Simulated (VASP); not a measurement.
Write the native input for VASP 6.6.1 that does the following.

| Property | Result |
| --- | --- |
| Task | single point |
| Functional | PBE |
| Potentials or basis | VASP PAW PBE potentials, release 64 (C, O) |
| Cutoff | 520 eV |
| k mesh | 6 × 6 × 4 |
| Occupations | gaussian, width 0.02 eV |
| Spin | no spin polarisation |
| Dipole correction | no |
| Further INCAR settings | ALGO = Normal; EDIFF = 1e-06; NBANDS = 25 |

The structure of CO2 lies in POSCAR:

```
CO2
1.0
    2.6651434855     -2.2258003688     -0.0614958090
    2.6651434855      2.2258003688     -0.0614958090
   -0.1536787907      0.0000000000      6.4130100054
C O
2 4
Direct
    0.0328202298     -0.0031417398     -0.0017002519
    0.4968582602      0.5328202298      0.4982997481
    0.8057499878      0.1903286314      0.9027137156
    0.1918099141      0.7824329768      0.0989865363
    0.6903286314      0.3057499878      0.4027137156
    0.2824329768      0.6918099141      0.5989865363
```

This cell differs from its parent crystal: strained and its atoms moved.

The input as run:

INCAR

```
  PREC = Accurate
  ENCUT = 520
  EDIFF = 1E-6
  ISMEAR = 0
  SIGMA = 0.02
  LREAL = F
  LASPH = T
  NELM = 100
  ALGO = Normal
  ISIF = 2
  LWAVE = F
  LCHARG = T
  GGA = PE
  LELF = T
  LVHAR = T
  NBANDS = 25
```

KPOINTS

```
Automatic mesh
0
Gamma
  6 6 4
```

Potentials or basis: VASP PAW PBE potentials, release 64 (C, O).

Command:

```sh
$ cat potpaw_PBE.64/C/POTCAR potpaw_PBE.64/O/POTCAR > POTCAR
$ mpirun -np 1 vasp_std > vasp.out
```

It gave:

The pressure is 37.9 GPa and the largest force is 15.724 eV/Å. The band gap on the k mesh is 6.67 eV (least direct gap 7.26 eV).

Caveat: the cell differs from its parent crystal (strained and its atoms moved); the stress differs along the axes, from 3 to 71 GPa; this functional lacks dispersion, which holds the molecules together, so the pressure and a relaxed volume are unreliable; forces of over 1 eV/Å act on the atoms, so gaps and moduli don't describe the material at rest.

It took 2.2 min on 1 thread of Intel Xeon 8259CL, with other jobs on the host, peak memory 0.22 GiB.
